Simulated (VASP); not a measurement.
Here is a VASP 6.6.1 calculation.

INCAR

```
SYSTEM = Hf5H
PREC = Accurate
ENCUT = 520
EDIFF = 1E-7
ISMEAR = 0
SIGMA = 0.1
LREAL = .False.
LASPH = .True.
NELM = 100
ALGO = Normal
ISIF = 2
LWAVE = .False.
LCHARG = .False.
LDIPOL = .True.
IDIPOL = 3
DIPOL = 0.5 0.5 0.313
GGA = PE
IVDW = 12
NBANDS = 34
```

File KPOINTS:

```
regular mesh
0
Gamma
  6 6 1
  0 0 0
```

POSCAR

```
Hf5H
1.0
    4.9564149667      0.0000000000      0.0000000000
   -2.4782074834      4.2923812729      0.0000000000
    0.0000000000      0.0000000000     21.1328376004
Hf H
5 1
Direct
    0.6666666667      0.3333333333      0.1892788879
    0.3333333333      0.6666666667      0.2371533849
    0.0000000000      0.0000000000      0.2763383880
    0.6666666667      0.3333333333      0.3164267596
    0.3333333333      0.6666666667      0.3706476976
    1.2222222222      1.1111111111      0.4889470026
```

Potentials or basis: VASP PAW PBE potentials, release 64 (Hf_pv, H).

Command:

```console
$ cat potpaw_PBE.64/Hf_pv/POTCAR potpaw_PBE.64/H/POTCAR > POTCAR
$ mpirun -np 1 vasp_std > vasp.out
```

Predict the dispersion energy per atom.

-0.204 eV.

Estimate the largest force.

1.113 eV/Å.

Forces on the atoms (eV/Å):
```
Hf  -0.021 -0.012 -1.079
Hf  -0.003 -0.002  1.113
Hf  -0.034 -0.020  0.003
Hf   0.026  0.015 -0.003
Hf  -0.190 -0.110  0.965
H    0.223  0.129 -0.999
```
